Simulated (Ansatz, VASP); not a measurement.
MoS2: VASP beside Ansatz

INCAR

```
SYSTEM = MoS2
ALGO = Normal
EDIFF = 1E-7
ENCUT = 520
GGA = PS
ISIF = 2
ISMEAR = 0
LASPH = .TRUE.
LCHARG = .FALSE.
LREAL = .FALSE.
LWAVE = .FALSE.
NBANDS = 35
NELM = 80
PREC = Accurate
SIGMA = 0.05
```

File KPOINTS:

```
k-points
0
G
  12 12 2
  0 0 0
```

POSCAR

```
MoS2
1.0
    3.1414322073      0.0000000000      0.0000000000
   -1.5707161036      2.7205600958      0.0000000000
    0.0000000000      0.0000000000     12.5788196111
Mo S
2 4
Direct
    0.3213961029      0.6547294363      0.2500000000
    0.6666666667      0.3333333333      0.7500000000
    0.3333333333      0.6666666667      0.6260538431
    0.6666666667      0.3333333333      0.1260538431
    0.3333333333      0.6666666667      0.8739461569
    0.6666666667      0.3333333333      0.3739461569
```

Input for Ansatz:

```yaml
crystal:
  lattice:
    - [3.1414322073, 0.0, 0.0]
    - [-1.5707161036, 2.7205600958, 0.0]
    - [0.0, 0.0, 12.5788196111]
  atoms:
    - { symbol: Mo, position: [0.3213961029, 0.6547294363, 0.25] }
    - { symbol: Mo, position: [0.6666666667, 0.3333333333, 0.75] }
    - { symbol: S, position: [0.3333333333, 0.6666666667, 0.6260538431] }
    - { symbol: S, position: [0.6666666667, 0.3333333333, 0.1260538431] }
    - { symbol: S, position: [0.3333333333, 0.6666666667, 0.8739461569] }
    - { symbol: S, position: [0.6666666667, 0.3333333333, 0.3739461569] }
basis:
  ecutwfc: 420
kpoints:
  mp_grid: { grid: [12, 12, 2] }
hamiltonian:
  xc: pbesol
scf:
  occupations: { method: gaussian, width: 0.05 }
output:
  forces: true
  stress: true
  eigenvalues: true
```

Alike in both runs: task single point; functional PBEsol; k mesh 12 × 12 × 2; occupations gaussian, width 0.05 eV; no spin polarisation.

|  | VASP | Ansatz |
| --- | --- | --- |
| version | VASP 6.6.1 | Ansatz 0.2.0 |
| potentials or method | VASP PAW PBE potentials, release 64 (Mo_sv, S), cutoff 520 eV | scalar-relativistic, plane waves, PAW |
| valence electrons in the cell | 52 | 52 |

VASP gave:

```
gap on the k mesh at the Fermi level (eV)                     : 0.98
least direct gap on the mesh (eV)                             : 1.74
pressure (GPa)                                                : 0.0
traceless stress, the component that is largest in VASP (GPa) : -0.34
rms of the force components (eV/Å)                            : 0.226
```

Q: Which values does Ansatz return?

A: gap on the k mesh at the Fermi level (eV): 0.96; least direct gap on the mesh (eV): 1.74; pressure (GPa): 0.0; traceless stress, the component that is largest in VASP (GPa): -0.35; rms of the force components (eV/Å): 0.226.

VASP's potentials were made for PBE, not for PBEsol. Atom by atom the forces differ by 0.000 eV/Å (rms over components). The functional is the same, so the differences come from potentials, cutoffs and numerics.
